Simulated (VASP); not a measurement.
Runs of VASP 6.6.1 on MgS5. The structure is that of space group P6/mmm (No. 191), or close to it. The cells are those of the table. 

| task | cell | k mesh | cutoff (eV) | gap on the mesh (eV) | pressure (GPa) | relaxed volume (Å³/atom) |
| --- | --- | --- | --- | --- | --- | --- |
| single point | a = 6.605, b = 6.605, c = 3.250 Å, angles 90.0, 90.0, 120.0°, 6 atoms | 6 × 6 × 12 | 520 | none | -0.1 | - |
| relaxation of cell and atoms | relaxed from a = 5.781, b = 5.781, c = 4.732 Å, angles 90.0, 90.0, 120.0°, 6 atoms | 3 × 3 × 4 | 600 | none | 0.0 | 18.91 |
| relaxation of cell and atoms | relaxed from a = 5.617, b = 5.617, c = 4.084 Å, angles 90.0, 90.0, 120.0°, 6 atoms | 6 × 6 × 4 | 600 | none | 0.1 | (a) |
| single point | a = 5.617, b = 5.617, c = 4.084 Å, angles 90.0, 90.0, 120.0°, 6 atoms | 3 × 3 × 4 | 520 | none | 0.0 | - |
| single point | a = 5.781, b = 5.781, c = 4.732 Å, angles 90.0, 90.0, 120.0°, 6 atoms | 3 × 3 × 4 | 520 | none | -8.4 | - |
| relaxation of cell and atoms | relaxed from a = 6.523, b = 6.523, c = 3.283 Å, angles 90.0, 90.0, 120.0°, 6 atoms | 6 × 6 × 12 | 600 | none | 0.0 | 20.43 |
| single point | a = 6.523, b = 6.523, c = 3.283 Å, angles 90.0, 90.0, 120.0°, 6 atoms | 3 × 3 × 6 | 520 | none | 0.1 | - |
| relaxation of cell and atoms | relaxed from a = 6.620, b = 6.620, c = 3.275 Å, angles 90.0, 90.0, 120.0°, 6 atoms | 3 × 3 × 6 | 600 | none | 0.0 | (b) |

Alike in all rows: level PBE; potentials or basis VASP PAW PBE potentials, release 64 (Mg, S); no spin polarisation; smearing gaussian 0.1 eV.

**Question.** Fill in the values left out.

**Answer.** (a) 20.67; (b) 20.19.

Caveats: some runs use coarse meshes; the volume moved by over 15 % at a fixed basis, so the end points are rough (some runs).

A gap of «none» marks levels without a gap at the run's occupations.
